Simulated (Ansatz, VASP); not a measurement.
## One calculation of Ir4Pt3, two programs

```xyz
7
Lattice="-3.0746 3.0746 3.0746 3.0746 -3.0746 3.0746 3.0746 3.0746 -3.0746" Properties=species:S:1:pos:R:3 pbc="T T T"
Ir    1.5373    1.5373    1.5373
Ir    1.5373    1.5373   -1.5373
Ir    1.5373   -1.5373    1.5373
Ir   -1.5373    1.5373    1.5373
Pt    3.0746    0.0000    0.0000
Pt    0.0000    3.0746    0.0000
Pt    0.0000    0.0000    3.0746
```

Alike in both runs: task single point; functional PBE; k mesh 8 × 8 × 8; occupations gaussian, width 0.1 eV; no spin polarisation.

|  | VASP | Ansatz |
| --- | --- | --- |
| version | VASP 6.6.1 | Ansatz 0.2.0 |
| potentials or method | VASP PAW PBE potentials, release 64 (Ir, Pt), cutoff 520 eV | scalar-relativistic, plane waves, PAW |
| valence electrons in the cell | 66 | 122 |

Ansatz gave:

```
gap on the k mesh at the Fermi level (eV) : none
pressure (GPa)                            : 0.0
```

Task: Which values does VASP return?

Result: gap on the k mesh at the Fermi level (eV): none; pressure (GPa): -0.2.

A gap of «none» marks a metal or a gap that the smearing closes. With one functional, cell and mesh, what is left measures potentials, basis and numerics. VASP's potentials hold 66 valence electrons a cell and Ansatz's 122, so a difference there can come from the potentials and not from the codes.

Spin-orbit coupling is off throughout.
